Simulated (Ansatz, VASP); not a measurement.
CuO: VASP beside Ansatz

INCAR

```
SYSTEM = CuO
PREC = Accurate
ENCUT = 520
EDIFF = 1E-7
ISMEAR = -1
SIGMA = 0.05
LREAL = .FALSE.
LASPH = .TRUE.
NELM = 80
ALGO = Normal
ISIF = 2
LWAVE = .FALSE.
LCHARG = .FALSE.
GGA = PE
NBANDS = 44
```

The input KPOINTS:

```
Automatic mesh
0
G
  3 2 2
  0 0 0
```

The input POSCAR:

```
CuO
1.0
   -2.3418500000      1.7113000000      0.0000000000
    0.8500300000      0.0000000000     -5.0578700000
   -2.3418500000     -5.1339000000      0.0000000000
Cu O
4 4
Direct
    0.2479969100      0.0006014900      0.2432966400
    0.7479969100      0.0006014900      0.7432966400
    0.9979969100      0.5006014900      0.4932966400
    0.4979969100      0.5006014900      0.9932966400
    0.7071969100      0.7506014900      0.2840966400
    0.2071969100      0.7506014900      0.7840966400
    0.7887969100      0.2506014900      0.2024966400
    0.3048216600      0.2457895500      0.7561235500
```

Contents of input.yaml:

```yaml
crystal:
  lattice:
    - [-2.34185, 1.7113, 0.0]
    - [0.85003, 0.0, -5.05787]
    - [-2.34185, -5.1339, 0.0]
  atoms:
    - { symbol: Cu, position: [0.24799691, 0.00060149, 0.24329664] }
    - { symbol: Cu, position: [0.74799691, 0.00060149, 0.74329664] }
    - { symbol: Cu, position: [0.99799691, 0.50060149, 0.49329664] }
    - { symbol: Cu, position: [0.49799691, 0.50060149, 0.99329664] }
    - { symbol: O, position: [0.70719691, 0.75060149, 0.28409664] }
    - { symbol: O, position: [0.20719691, 0.75060149, 0.78409664] }
    - { symbol: O, position: [0.78879691, 0.25060149, 0.20249664] }
    - { symbol: O, position: [0.30482166, 0.24578955, 0.75612355] }
hamiltonian:
  xc: pbe
  pseudopotentials: { kind: paw }
kpoints:
  mp_grid: { grid: [3, 2, 2] }
scf:
  occupations: { method: fermi_dirac, width: 0.05 }
output:
  forces: true
  stress: true
  eigenvalues: true
```

Alike in both runs: task single point; functional PBE; k mesh 3 × 2 × 2; occupations fermi-dirac, width 0.05 eV; no spin polarisation.

|  | VASP | Ansatz |
| --- | --- | --- |
| version | VASP 6.6.1 | Ansatz 0.2.0 |
| potentials or method | VASP PAW PBE potentials, release 64 (Cu, O) | Ansatz PAW |
| plane-wave cutoff (eV) | 520 | 420 |
| valence electrons in the cell | 68 | 100 |

|  | VASP | Ansatz | Ansatz less VASP |
| --- | --- | --- | --- |
| gap on the k mesh at the Fermi level (eV) | none | none | - |
| pressure (GPa) | 9.6 | 8.8 | -0.75 |
| traceless stress, the component that is largest in VASP (GPa) | 2.52 | 2.36 | -0.161 |
| rms of the force components (eV/Å) | 0.799 | 0.778 | -0.0212 |

Atom by atom the forces differ by 0.031 eV/Å (rms over components). A gap of «none» marks a metal or a gap that the smearing closes. The functional is the same, so the differences come from potentials, cutoffs and numerics. VASP's potentials hold 68 valence electrons a cell and Ansatz's 100, so a difference there can come from the potentials and not from the codes.

The k mesh is coarse, so the values compare programs but aren't converged.
